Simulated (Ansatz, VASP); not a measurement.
**One calculation of SnO, two programs**

```
Sn O
1.0
     3.91606    0.00000    0.00000
     0.00000    3.91606    0.00000
     0.00000    0.00000    4.83600
Sn O
2 2
Direct
  0.00000 0.50000 0.23850
  0.50000 0.00000 0.76150
  0.00000 0.00000 0.00000
  0.50000 0.50000 0.00000
```

Change from the starting cell: equal xx and yy strain of +3 %, crystal datasets.

Alike in both runs: task electric field gradients; functional PBE; k mesh 8 × 8 × 6; occupations fermi-dirac, width 0.01 eV; no spin polarisation.

|  | VASP | Ansatz |
| --- | --- | --- |
| version | VASP 6.6.1 | Ansatz 0.2.0 |
| potentials or method | VASP PAW PBE potentials, release 64 (Sn_d, O), cutoff 520 eV | all-electron PAW with datasets made for the crystal, scalar-relativistic |

Ansatz gave:

* pressure (GPa): -1.6
* traceless stress, the component that is largest in VASP (GPa): 1.35
* rms of the force components (eV/Å): 0.117
* size of Vzz on the site where it differs most (V/Å²): 152.7

**Question.** Estimate VASP's values.

**Answer.** Pressure (GPa): -1.4; traceless stress, the component that is largest in VASP (GPa): 1.36; rms of the force components (eV/Å): 0.087; size of Vzz on the site where it differs most (V/Å²): 147.5.

Atom by atom the forces differ by 0.030 eV/Å (rms over components). Ansatz ran all-electron here, and VASP with PAW potentials.
